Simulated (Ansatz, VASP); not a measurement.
**One calculation of Sb, two programs**

The input INCAR:

```
SYSTEM = Sb
ALGO = Normal
EDIFF = 1E-6
ENCUT = 520
GGA = PE
ISIF = 2
ISMEAR = -1
LASPH = .TRUE.
LCHARG = .TRUE.
LELF = .TRUE.
LREAL = .FALSE.
LVHAR = .TRUE.
LWAVE = .FALSE.
NBANDS = 8
NELM = 60
PREC = Accurate
SIGMA = 0.05
```

Contents of KPOINTS:

```
k-points
0
G
  12 12 12
  0 0 0
```

File POSCAR:

```
Sb
1.0
    0.0000000000      2.2972909123      2.2972909123
    2.2972909123      0.0000000000      2.2972909123
    2.2972909123      2.2972909123      0.0000000000
Sb
1
Direct
    0.0000000000      0.0000000000      0.0000000000
```

Input for Ansatz:

```yaml
crystal:
  lattice:
    - [0.0, 2.2972909123, 2.2972909123]
    - [2.2972909123, 0.0, 2.2972909123]
    - [2.2972909123, 2.2972909123, 0.0]
  atoms:
    - { symbol: Sb, position: [0.0, 0.0, 0.0] }
kpoints:
  mp_grid: { grid: [12, 12, 12] }
  band_path:
    path:
      - [0.0, 0.0, 0.0]
      - [0.5, 0.0, 0.5]
      - [0.625, 0.25, 0.625]
      - [0.375, 0.375, 0.75]
      - [0.0, 0.0, 0.0]
      - [0.5, 0.5, 0.5]
      - [0.5, 0.25, 0.75]
      - [0.5, 0.0, 0.5]
    npoints: 5
scf:
  occupations: { method: fermi_dirac, width: 0.05 }
hamiltonian:
  xc: pbe
  pseudopotentials: { kind: all_electron, lapw: { basis_error: 0.001 } }
output:
  forces: true
  stress: true
  eigenvalues: true
```

Change from the starting cell: volume scaled by 0.99.

Alike in both runs: task single point; functional PBE; k mesh 12 × 12 × 12; occupations fermi-dirac, width 0.05 eV; no spin polarisation.

|  | VASP | Ansatz |
| --- | --- | --- |
| version | VASP 6.6.1 | Ansatz 0.2.0 |
| potentials or method | VASP PAW PBE potentials, release 64 (Sb), cutoff 520 eV | all-electron LAPW, scalar-relativistic |

```csv
,VASP,Ansatz,Ansatz less VASP
pressure (GPa),9.5,9.7,+0.14
```

Ansatz ran all-electron here, and VASP with PAW potentials.

Neither program's run includes spin-orbit coupling.
